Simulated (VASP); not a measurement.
The system is ZrB.

```
Zr B
1.0
     0.00000    2.32500    2.32500
     2.32500    0.00000    2.32500
     2.32500    2.32500    0.00000
Zr B
1 1
Direct
  0.00000 0.00000 0.00000
  0.50000 0.50000 0.50000
```

* Program: VASP 6.6.1
* Task: relaxation of cell and atoms
* Functional: RPBE
* Potentials or basis: VASP PAW PBE potentials, release 64 (Zr_sv, B)
* Cutoff: 600 eV
* k mesh: 10 × 10 × 10
* Occupations: fermi-dirac, width 0.05 eV
* Spin: no spin polarisation

At the start: pressure 37.9 GPa; volume 12.57 Å³/atom.

Task: How do energy, volume and symmetry change on relaxing?

Result: Over 18 steps the energy falls by 248.8 meV/atom and the volume is 15.00 Å³/atom (+19.3 %); space group Fm-3m (No. 225, to 0.05 Å).

The path:
| step | energy change (eV) | largest force (eV/Å) | pressure (GPa) | volume (Å³) |
| --- | --- | --- | --- | --- |
| 1 | 0.0000 | 0.0000 | 37.94 | 25.14 |
| 2 | 0.1291 | 0.0000 | -21.91 | 37.59 |
| 3 | -0.4967 | 0.0000 | -1.21 | 30.24 |
| 4 | -0.4976 | 0.0000 | -0.22 | 30.04 |
| 5 | -0.4976 | 0.0000 | 0.31 | 29.93 |
| 6 | -0.4976 | 0.0000 | 0.32 | 29.93 |
| 7 | -0.4976 | 0.0000 | 0.29 | 29.94 |
| 8 | -0.4976 | 0.0000 | 0.29 | 29.94 |
| 9 | -0.4976 | 0.0000 | 0.29 | 29.94 |
| 10 | -0.4976 | 0.0000 | 0.29 | 29.94 |
| 11 | -0.4976 | 0.0000 | 0.29 | 29.94 |
| 12 | -0.4976 | 0.0000 | 0.29 | 29.94 |
| 13 | -0.4976 | 0.0000 | 0.29 | 29.94 |
| 14 | -0.4976 | 0.0000 | 0.27 | 29.94 |
| 15 | -0.4976 | 0.0000 | 0.25 | 29.94 |
| 16 | -0.4976 | 0.0000 | 0.22 | 29.95 |
| 17 | -0.4977 | 0.0000 | 0.15 | 29.96 |
| 18 | -0.4977 | 0.0000 | 0.01 | 29.99 |

Final structure:
```
CELL_PARAMETERS angstrom
0.00000 2.46597 2.46597
2.46597 0.00000 2.46597
2.46597 2.46597 0.00000
ATOMIC_POSITIONS crystal
Zr 0.00000 0.00000 0.00000
B 0.50000 0.50000 0.50000
```

Caveat: the volume moved by over 15 % at a fixed basis, so the end points are rough; the PAW data sets were made with another functional, which shifts forces and pressure a little; the volume moved by +19 % from the deposited cell, more than functionals usually miss.
